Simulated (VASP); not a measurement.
Here is a VASP 6.6.1 calculation.

File INCAR:

```
SYSTEM = MgO
PREC     = Accurate       ! precision mode
ENCUT    = 520            ! plane-wave cutoff, eV
EDIFF    = 1E-7           ! SCF threshold, eV
ISMEAR   = 0              ! smearing method
SIGMA    = 0.05           ! smearing width, eV
LREAL    = .False.        ! projectors in reciprocal space
LASPH    = .True.         ! aspherical terms in the spheres
NELM     = 60             ! most SCF steps
ALGO     = Normal         ! electronic algorithm
ISIF     = 2              ! what is computed and relaxed
LWAVE    = .False.        ! write WAVECAR
LCHARG   = .True.         ! write CHGCAR
GGA      = PE             ! functional
LELF     = .True.         ! ELF
LVHAR    = .True.       
NBANDS   = 36             ! bands
```

File KPOINTS:

```
regular mesh
0
Gamma
  4 4 4
  0 0 0
```

POSCAR

```
MgO
1.0
    5.6335409551      0.0000000000      0.0000000000
    0.0000000000      5.6335409551      0.0000000000
    0.0000000000      0.0000000000      5.6335409551
Mg O
6 6
Direct
    0.2500000000     -0.0127149636      0.5000000000
    0.0000000000      0.5139112740      0.2500000000
    0.5000000000      0.7349828020      0.0000000000
    0.7500000000     -0.0127149636      0.5000000000
    0.0000000000      0.5139112740      0.7500000000
    0.5000000000      0.2349828020      0.0000000000
    0.2500000000      0.5235799716      0.0000000000
    0.5000000000      0.0027104137      0.2500000000
    0.0000000000      0.7447057189      0.5000000000
    0.7500000000      0.5235799716      0.0000000000
    0.5000000000      0.0027104137      0.7500000000
    0.0000000000      0.2447057189      0.5000000000
```

Potentials or basis: VASP PAW PBE potentials, release 64 (Mg, O).

Command:

```bash
$ cat potpaw_PBE.64/Mg/POTCAR potpaw_PBE.64/O/POTCAR > POTCAR
$ mpirun -np 1 vasp_std > vasp.out
```

Estimate the largest force.

2.362 eV/Å.

Predict the pressure.

0.9 GPa.

Predict the band gap on the k mesh.

2.84 eV.

Stress tensor (GPa, compression positive):
```
1.47 0.00 0.00
0.00 0.83 0.00
0.00 0.00 0.33
```

Caveat: the cell differs from its parent crystal (atoms displaced along a vibrational mode); forces of over 1 eV/Å act on the atoms, so gaps and moduli don't describe the material at rest.
